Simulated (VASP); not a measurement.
YSb (zincblende type), 2 atoms in the cell. The structure is cubic, space group F-43m (No. 216). The conventional cell has a = 6.792 Å, b = 6.792 Å, c = 6.792 Å, α = 90.00°, β = 90.00°, γ = 90.00°. Within 3.9 Å of Y (site symmetry -43m) lie 4 Sb at 2.94 Å. Within 3.9 Å of Sb (site symmetry -43m) lie 4 Y at 2.94 Å. 

| Quantity | Value |
| --- | --- |
| Program | VASP 6.6.1 |
| Task | single point |
| Functional | LDA |
| Potentials or basis | VASP PAW LDA potentials, release 64 (Y_sv, Sb) |
| Cutoff | 520 eV |
| k mesh | 12 × 12 × 12 |
| Occupations | fermi-dirac, width 0.1 eV |
| Spin | no spin polarisation |
| Dipole correction | no |
| Further INCAR settings | ALGO = Normal; EDIFF = 1e-06; NBANDS = 15 |

Potentials or basis: VASP PAW LDA potentials, release 64 (Y_sv, Sb).

Launch:

```bash
$ cat potpaw_LDA.64/Y_sv/POTCAR potpaw_LDA.64/Sb/POTCAR > POTCAR
$ mpirun -np 1 vasp_std > vasp.out
```

Hardware: 1 thread of AMD EPYC 7R13, with other jobs on the host.

How long does it take, and how much memory?

It took 2.7 min on 1 thread of AMD EPYC 7R13, on a shared host, peak memory 0.22 GiB. Counts: scf iterations 14, k points 72.
